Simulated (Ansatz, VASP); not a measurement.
Pt in VASP and in Ansatz

Contents of INCAR:

```
PREC = Accurate
ENCUT = 520
EDIFF = 1E-6
ISMEAR = 0
SIGMA = 0.15
LREAL = F
LASPH = T
NELM = 80
ALGO = Fast
ISIF = 2
LWAVE = F
LCHARG = T
GGA = PS
LELF = T
LVHAR = T
NBANDS = 11
```

KPOINTS

```
Automatic mesh
0
Gamma
  24 24 24
```

File POSCAR:

```
Pt
1.0
    0.0000000000      1.8966751085      2.0863426194
    1.8966751085      0.0000000000      2.0863426194
    1.8966751085      1.8966751085      0.0000000000
Pt
1
Direct
    0.0000000000      0.0000000000      0.0000000000
```

Input for Ansatz:

```yaml
crystal:
  lattice:
    - [0.0, 1.8966751085, 2.0863426194]
    - [1.8966751085, 0.0, 2.0863426194]
    - [1.8966751085, 1.8966751085, 0.0]
  atoms:
    - { symbol: Pt, position: [0.0, 0.0, 0.0] }
basis:
  ecutwfc: 420
kpoints:
  mp_grid: { grid: [24, 24, 24] }
hamiltonian:
  xc: pbesol
scf:
  occupations: { method: gaussian, width: 0.15 }
output:
  forces: true
  stress: true
  eigenvalues: true
```

Alike in both runs: task single point; functional PBEsol; k mesh 24 × 24 × 24; occupations gaussian, width 0.15 eV; no spin polarisation.

|  | VASP | Ansatz |
| --- | --- | --- |
| version | VASP 6.6.1 | Ansatz 0.2.0 |
| potentials or method | VASP PAW PBE potentials, release 64 (Pt), cutoff 520 eV | scalar-relativistic, plane waves, PAW |
| valence electrons in the cell | 10 | 18 |

|  | VASP | Ansatz | Ansatz less VASP |
| --- | --- | --- | --- |
| gap on the k mesh at the Fermi level (eV) | none | none | - |
| pressure (GPa) | 1.5 | 1.9 | +0.43 |
| traceless stress, the component that is largest in VASP (GPa) | -8.70 | -8.74 | -0.040 |

VASP's potentials were made for PBE, not for PBEsol. A gap of «none» marks a metal or a gap that the smearing closes. VASP's potentials hold 10 valence electrons a cell and Ansatz's 18, so a difference there can come from the potentials and not from the codes.

Neither program's run includes spin-orbit coupling.
